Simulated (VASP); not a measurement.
Ti: single point with PBE

Ti:

```xyz
2
Lattice="2.9500 0.0000 0.0000 -1.4750 2.5548 0.0000 0.0000 0.0000 4.6800" Properties=species:S:1:pos:R:3 pbc="T T T"
Ti    1.4750    0.8516    3.5100
Ti    0.0000    1.7032    1.1700
```

```yaml
Program: VASP 6.6.1
Task: single point
Functional: PBE
Potentials_or_basis: VASP PAW PBE potentials, release 64 (Ti_sv)
Cutoff: 520 eV
k_mesh: 10 × 10 × 6
Occupations: gaussian, width 0.024 eV
Spin: no spin polarisation
```

```yaml
Pressure: -1.7 GPa
Band_gap_on_the_k_mesh: zero (band 12 reaches 8.94 eV, above the bottom of band 13 at 7.94 eV)
```

Stress tensor (GPa, compression positive):
```
-1.65  0.00  0.00
 0.00 -1.65  0.00
 0.00  0.00 -1.92
```

Levels at points of the mesh, in eV from the Fermi level:
```
           k point  band 8  band 9  band 10  band 11  band 12  band 13  band 14  band 15  band 16  band 17
(0.00, 0.00, 0.00)  -32.73   -6.15    -2.63     0.74     0.79     0.79     0.88     1.27     1.27     1.62
(0.50, 0.00, 0.00)  -32.80   -2.30    -2.09    -1.79    -0.62     0.50     0.63     1.17     3.30     3.51
(0.00, 0.00, 0.50)  -32.78   -4.32    -4.32     0.10     0.10     0.70     0.70     0.70     0.70     2.76
(0.50, 0.00, 0.50)  -32.88   -2.48    -2.48    -0.78    -0.78     1.31     1.31     1.72     1.72     3.43
```

Run time: 66 s on 1 thread of Intel Xeon 6975P-C, with other jobs on the host, peak memory 0.17 GiB.
